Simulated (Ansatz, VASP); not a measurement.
**One calculation of CdSb2C, two programs**

```
CELL_PARAMETERS angstrom
-3.04441 3.04441 5.12227
3.04441 -3.04441 5.12227
3.04441 3.04441 -5.12227
ATOMIC_POSITIONS crystal
Cd 0.00000 0.00000 0.00000
Cd 0.75000 0.25000 0.50000
Sb 0.37500 0.45132 0.57632
Sb 0.20132 0.62500 0.07632
Sb 0.87500 0.79868 0.42368
Sb 0.54868 0.12500 0.92368
C 0.50000 0.50000 0.00000
C 0.25000 0.75000 0.50000
```

Alike in both runs: task single point; functional PBE; k mesh 6 × 6 × 6; occupations fermi-dirac, width 0.02 eV; non-collinear spin, spin-orbit coupling.

|  | VASP | Ansatz |
| --- | --- | --- |
| version | VASP 6.6.1 | Ansatz 0.2.0 |
| potentials or method | VASP PAW PBE potentials, release 64 (Cd, Sb, C) | plane waves, PAW |
| plane-wave cutoff (eV) | 600 | 420 |
| valence electrons in the cell | 52 | 108 |

Ansatz gave:

```
pressure (GPa)                     : 1.5
rms of the force components (eV/Å) : 0.008
net moment per atom (μB)           : 0.00
```

Question: What did VASP give for the same quantities?

Answer: Pressure (GPa): 1.6; rms of the force components (eV/Å): 0.000; net moment per atom (μB): 0.00.

VASP's potentials hold 52 valence electrons a cell and Ansatz's 108, so a difference there can come from the potentials and not from the codes.
